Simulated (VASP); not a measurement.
# Sn2Pt in VASP: single point with LDA

Aim: the single point of Sn2Pt with LDA.

All numbers are computed with VASP 6.6.1; they aren't measurements. Logs are shortened: lines on timing, memory, paths and dates and some standing lists are left out, and cuts for length are marked.

### 1 The cell of the first run

The cell holds a slab with vacuum, 9 atoms: a = 4.543 Å, b = 4.543 Å, c = 22.201 Å, α = 90.00°, β = 90.00°, γ = 60.00°.

### 2 Single point, LDA

INCAR reads:

```
SYSTEM = Sn2Pt
ALGO = Normal ; DIPOL = 0.5 0.5 0.493
EDIFF = 1E-6 ; ENCUT = 400
GGA_COMPAT = .False. ; IDIPOL = 3
ISIF = 2 ; ISMEAR = -1
LASPH = .True. ; LCHARG = .False.
LDIPOL = .True. ; LREAL = .False.
LWAVE = .False. ; NBANDS = 67
NELM = 120 ; NELMDL = -8
PREC = Accurate ; SIGMA = 0.01
```

KPOINTS reads:

```
k-points
0
Gamma
  4 4 1
  0 0 0
```

POSCAR reads:

```
Sn2Pt
1.0
    4.5431610691      0.0000000000      0.0000000000
    2.2715805346      3.9344928993      0.0000000000
    0.0000000000      0.0000000000     22.2010575687
Sn Pt
6 3
Direct
    0.3333333333      0.3333333333      0.3120287783
    1.0000000000      1.0000000000      0.3955715435
    0.6666666667      0.6666666667      0.4791143087
    0.3333333333      0.3333333333      0.5626570739
    0.0000000000      1.0000000000      0.6461998391
    0.6666666667      0.6666666667      0.7297426043
    0.0000000000      0.0000000000      0.2702573957
    0.3333333333      0.3333333333      0.4373429261
    0.6666666667      0.6666666667      0.6044284565
```

Potentials or basis: VASP PAW LDA potentials, release 64 (Sn_d, Pt).

On the command line:

```bash
> cat potpaw_LDA.64/Sn_d/POTCAR potpaw_LDA.64/Pt/POTCAR > POTCAR
> mpirun -np 1 vasp_std > vasp.out
```

OUTCAR:

```text
SYSTEM = Sn2Pt
   EDIFF = 1E-6
   ENCUT = 400
   ISIF = 2
   ISMEAR = -1
   LASPH = .True.
   LREAL = .False.
   NELM = 120
   NELMDL = -8
   PREC = Accurate

 ion  position               nearest neighbor table
   1  0.333  0.333  0.312-   7 2.78   8 2.78   7 2.78   7 2.78   2 3.21   2 3.21   2 3.21
   2  0.000  0.000  0.396-   8 2.78   7 2.78   8 2.78   8 2.78   1 3.21   3 3.21   1 3.21   3 3.21
                             1 3.21   3 3.21
   3  0.667  0.667  0.479-   8 2.78   8 2.78   9 2.78   8 2.78   4 3.21   4 3.21   2 3.21   2 3.21
                             2 3.21   4 3.21
   4  0.333  0.333  0.563-   9 2.78   9 2.78   8 2.78   9 2.78   3 3.21   3 3.21   5 3.21   5 3.21
                             5 3.21   3 3.21
   5  0.000  0.000  0.646-   9 2.78   9 2.78   9 2.78   6 3.21   4 3.21   6 3.21   4 3.21   4 3.21
                             6 3.21
   6  0.667  0.667  0.730-   9 2.78   5 3.21   5 3.21   5 3.21
   7  0.000  0.000  0.270-   1 2.78   2 2.78   1 2.78   1 2.78
   8  0.333  0.333  0.437-   3 2.78   3 2.78   2 2.78   4 2.78   1 2.78   2 2.78   2 2.78   3 2.78

   9  0.667  0.667  0.604-   4 2.78   4 2.78   5 2.78   6 2.78   3 2.78   5 2.78   5 2.78   4 2.78

  LATTYP: Found a hexagonal cell.
 ALAT       =     4.5431610691
 C/A-ratio  =     4.8866983211

  Lattice vectors:

 A1 = (  -2.2715805346,  -3.9344928993,   0.0000000000)
 A2 = (   4.5431610691,   0.0000000000,   0.0000000000)
 A3 = (   0.0000000000,   0.0000000000,  22.2010575687)

Analysis of symmetry for initial positions (statically):
=====================================================================
 Subroutine PRICEL returns:
 Original cell was already a primitive cell.

 Routine SETGRP: Setting up the symmetry group for a
 hexagonal supercell.

 Subroutine GETGRP returns: Found  6 space group operations
 (whereof  6 operations were pure point group operations)
 out of a pool of 24 trial point group operations.

The static configuration has the point symmetry C_3v.

Analysis of symmetry for dynamics (positions and initial velocities):
=====================================================================
 Subroutine PRICEL returns:
 Original cell was already a primitive cell.

 Routine SETGRP: Setting up the symmetry group for a
 hexagonal supercell.

 Subroutine GETGRP returns: Found  6 space group operations
 (whereof  6 operations were pure point group operations)
 out of a pool of 24 trial point group operations.

The dynamic configuration has the point symmetry C_3v.

 Subroutine INISYM returns: Found  6 space group operations
 (whereof  6 operations are pure point group operations),
 and found     1 'primitive' translations

----------------------------------------------------------------------------------------

                                     Primitive cell

  volume of cell :     396.8447

  direct lattice vectors                    reciprocal lattice vectors
     4.543161069  0.000000000  0.000000000     0.220111060 -0.127081180  0.000000000
     2.271580535  3.934492899  0.000000000     0.000000000  0.254162360  0.000000000
     0.000000000  0.000000000 22.201057569     0.000000000  0.000000000  0.045042899

  length of vectors
     4.543161069  4.543161069 22.201057569     0.254162360  0.254162360  0.045042899

  position of ions in fractional coordinates (direct lattice)
     0.333333333  0.333333333  0.312028778
     0.000000000  0.000000000  0.395571543
     0.666666667  0.666666667  0.479114309
     0.333333333  0.333333333  0.562657074
     0.000000000  0.000000000  0.646199839
     0.666666667  0.666666667  0.729742604
     0.000000000  0.000000000  0.270257396
     0.333333333  0.333333333  0.437342926
     0.666666667  0.666666667  0.604428457

  ion indices of the primitive-cell ions
   primitive index   ion index
                 1           1
                 2           2
                 3           3
                 4           4
                 5           5
                 6           6
                 7           7
                 8           8
                 9           9

----------------------------------------------------------------------------------------

 KPOINTS: k-points

Automatic generation of k-mesh.
 Grid dimensions read from file:
 generate k-points for:    4    4    1

 Generating k-lattice:

  Cartesian coordinates                     Fractional coordinates (reciprocal lattice)
     0.055027765 -0.031770295  0.000000000     0.250000000 -0.000000000  0.000000000
     0.000000000  0.063540590  0.000000000     0.000000000  0.250000000  0.000000000
     0.000000000  0.000000000  0.045042899     0.000000000  0.000000000  1.000000000

  Length of vectors
     0.063540590  0.063540590  0.045042899

  Shift w.r.t. Gamma in fractional coordinates (k-lattice)
     0.000000000  0.000000000  0.000000000

 Subroutine IBZKPT returns following result:
 ===========================================

 Found      4 irreducible k-points:

 Following reciprocal coordinates:
            Coordinates               Weight
  0.000000  0.000000  0.000000      1.000000
  0.250000  0.000000  0.000000      6.000000
  0.500000  0.000000  0.000000      3.000000
  0.500000  0.250000  0.000000      6.000000
   k-points           NKPTS =      4   k-points in BZ     NKDIM =      4   number of bands    NBANDS=     67
   number of dos      NEDOS =    301   number of ions     NIONS =      9
   total plane-waves  NPLWV = 135000
   dimension x,y,z NGX =    30 NGY =   30 NGZ =  150
   dimension x,y,z NGXF=    60 NGYF=   60 NGZF=  300
   ions per type =               6   3
   NGX,Y,Z   is equivalent  to a cutoff of  10.98, 10.98, 11.23 a.u.
   NGXF,Y,Z  is equivalent  to a cutoff of  21.96, 21.96, 22.46 a.u.
 SYSTEM =  Sn2Pt
   PREC   = accura    normal or accurate (medium, high low for compatibility)
   ISTART =      0    job   : 0-new  1-cont  2-samecut
   ICHARG =      2    charge: 1-file 2-atom 10-const
   ISPIN  =      1    spin polarized calculation?
   LNONCOLLINEAR =      F non collinear calculations
   LSORBIT =      F    spin-orbit coupling
   LASPH  =      T    aspherical Exc in radial PAW
   ENCUT  =  400.0 eV  29.40 Ry    5.42 a.u.   7.41  7.41 36.20*2*pi/ulx,y,z
   NELM   =    120;   NELMIN=  2; NELMDL= -8     # of ELM steps
   EDIFF  = 0.1E-05   stopping-criterion for ELM
   LREAL  =      F    real-space projection
   EDIFFG = 0.1E-04   stopping-criterion for IOM
   NSW    =      0    number of steps for IOM
   IBRION =     -1    ionic relax: 0-MD 1-quasi-New 2-CG
   NFREE  =      0    steps in history (QN), initial steepest desc. (CG)
   ISIF   =      2    stress and relaxation
   ISYM   =      2    0-nonsym 1-usesym 2-fastsym
   POTIM  = 0.5000    time-step for ionic-motion
   TEBEG  =    0.0;   TEEND  =   0.0 temperature during run
   PSTRESS=    0.0 pullay stress
   NELECT =     114.0000    total number of electrons
   NUPDOWN=      -1.0000    fix difference up-down
   EMIN   =  10.00;   EMAX   =-10.00  energy-range for DOS
   EFERMI =   0.00;   METHOD = LEGACY
   ISMEAR =    -1;   SIGMA  =   0.01  broadening in eV -4-tet -1-fermi 0-gaus
   EFERMI_NEDOS =   21; number of points for ismear=-14 and -15
   IALGO  =     38    algorithm
   IMIX   =      4    mixing-type and parameters
     AMIX     =   0.40;   BMIX     =  1.00
     AMIX_MAG =   1.60;   BMIX_MAG =  1.00
  volume/ion in A,a.u.               =      44.09       297.56
  Fermi-wavevector in a.u.,A,eV,Ry     =   1.080197  2.041276 15.875623  1.166825
  Thomas-Fermi vector in A             =   2.216182
   LORBIT       =      0    0 simple, 1 ext, 2 COOP (PROOUT), +10 PAW based schemes
   GGA     = CA    functional components
   LHFCALC =     F    Hartree Fock is set to
   AEXX    =    0.0000 exact exchange contribution
   IVDW    =     0    specifies the selected vdW correction
   LEPSILON=     F    determine dielectric tensor
   LRPA    =     F    only Hartree local field effects (RPA)
 non-spin polarized calculation
  energy-cutoff  :      400.00
  volume of cell :      396.84
 maximum number of plane-waves:      7231
 NGX is ok and might be reduce to    30
   NGX = 15   NGY = 15   NGZ = 73

 dipolmoment           0.000000      0.000000      0.122489 electrons x Angstroem

 number of electron     113.9999952 magnetization

 dipolmoment           0.000000      0.000000     -0.033266 electrons x Angstroem

 Free energy of the ion-electron system (eV)
  ---------------------------------------------------
  ext. energy  EPLUGINS =         0.00000000
  ---------------------------------------------------
  free energy    TOTEN  =       -50.07555907 eV

  energy without entropy =      -50.06884263  energy(sigma->0) =      -50.07220085

 E-fermi :   2.2599     XC(G=0):  -6.6671

 val. band max:        2.2560207874   @ k =   0.5000   0.2500   0.0000
 cond. band min:       2.3636537728   @ k =   0.5000   0.2500   0.0000
 fundamental gap:      0.1076329854
 Fermi energy:         2.2599011619

 k-point     1 :       0.0000    0.0000    0.0000
  band No.  band energies     occupation
      1     -19.3895      2.00000
      2     -19.3895      2.00000
      3     -19.3327      2.00000
      4     -19.3125      2.00000
      5     -19.3125      2.00000
      6     -19.2694      2.00000
[... 59 lines left out ...]
     66       5.4661      0.00000
     67       5.4676      0.00000

 k-point     2 :       0.2500    0.0000    0.0000
  band No.  band energies     occupation
      1     -19.3831      2.00000
      2     -19.3566      2.00000
      3     -19.3312      2.00000
      4     -19.3142      2.00000
      5     -19.3007      2.00000
      6     -19.2659      2.00000
[... 59 lines left out ...]
     66       5.6968      0.00000
     67       6.2631      0.00000

 k-point     3 :       0.5000    0.0000    0.0000
  band No.  band energies     occupation
      1     -19.3767      2.00000
      2     -19.3394      2.00000
      3     -19.3146      2.00000
      4     -19.2990      2.00000
      5     -19.2875      2.00000
      6     -19.2622      2.00000
[... 59 lines left out ...]
     66       5.5646      0.00000
     67       6.5541      0.00000

 k-point     4 :       0.5000    0.2500    0.0000
  band No.  band energies     occupation
      1     -19.3631      2.00000
      2     -19.3336      2.00000
      3     -19.3220      2.00000
      4     -19.3117      2.00000
      5     -19.2907      2.00000
      6     -19.2742      2.00000
[... 59 lines left out ...]
     66       6.3064      0.00000
     67       6.5508      0.00000

------------------------ aborting loop because EDIFF is reached ----------------------------------------

 vacuum level on the upper side and lower side of the slab       (xc-potential included)        -0.348        -0.005

  FORCE on cell =-STRESS in cart. coord.  units (eV):
  Direction    XX          YY          ZZ          XY          YZ          ZX
  --------------------------------------------------------------------------------------
  -------------------------------------------------------------------------------------
  Total       -7.1999360     -7.1999360     -5.4035317     -0.0000000     -0.0000000     -0.0000000
  in kB      -29.0682346    -29.0682346    -21.8156281     -0.0000000     -0.0000000     -0.0000000
  external PRESSURE =     -26.6506991 kB  Pullay stress =       0.0000000 kB

 VOLUME and BASIS-vectors are now :
 -----------------------------------------------------------------------------
  energy-cutoff  :      400.00
  volume of cell :      396.84
      direct lattice vectors                 reciprocal lattice vectors
     4.543161069  0.000000000  0.000000000     0.220111060 -0.127081180  0.000000000
     2.271580535  3.934492899  0.000000000     0.000000000  0.254162360  0.000000000
     0.000000000  0.000000000 22.201057569     0.000000000  0.000000000  0.045042899

 POSITION                                       TOTAL-FORCE (eV/Angst)
 -----------------------------------------------------------------------------------
      2.27158      1.31150      6.92737         0.000000      0.000000     -1.279492
      0.00000      0.00000      8.78211         0.000000      0.000000     -0.224553
      4.54316      2.62300     10.63684        -0.000000     -0.000000      0.063139
      2.27158      1.31150     12.49158        -0.000000     -0.000000      0.023035
      0.00000      0.00000     14.34632         0.000000      0.000000      0.999372
      4.54316      2.62300     16.20106        -0.000000      0.000000     -0.683414
      0.00000      0.00000      6.00000         0.000000      0.000000      2.024882
      2.27158      1.31150      9.70948        -0.000000     -0.000000     -0.424308
      4.54316      2.62300     13.41895         0.000000      0.000000     -0.498659
 -----------------------------------------------------------------------------------
    total drift:                               -0.000000     -0.000000     -0.000782

  FREE ENERGIE OF THE ION-ELECTRON SYSTEM (eV)
  ---------------------------------------------------
  free  energy   TOTEN  =       -50.0755590683 eV

  energy  without entropy=      -50.0688426297  energy(sigma->0) =      -50.07220085

 vacuum level on the upper side and lower side of the slab         6.541         6.917
```

Wall time 2.1 min (1 thread of Intel Xeon Platinum 8375C at 2.90GHz (Ice Lake), shared host); peak memory 0.3 GiB.

What came out:

```
Free energy            : -50.0756 eV
Largest force          : 2.025 eV/Å
Band gap on the k mesh : zero (band 57 reaches 3.30 eV, above the bottom of band 58 at 2.26 eV)
```

Forces on the atoms (eV/Å):
```
Sn   0.000  0.000 -1.279
Sn   0.000  0.000 -0.225
Sn   0.000  0.000  0.063
Sn   0.000  0.000  0.023
Sn   0.000  0.000  0.999
Sn   0.000  0.000 -0.683
Pt   0.000  0.000  2.025
Pt   0.000  0.000 -0.424
Pt   0.000  0.000 -0.499
```

Caveat: the k points lie up to 0.40 Å⁻¹ apart; spin-orbit coupling is left out, which moves the levels of the heavy elements.
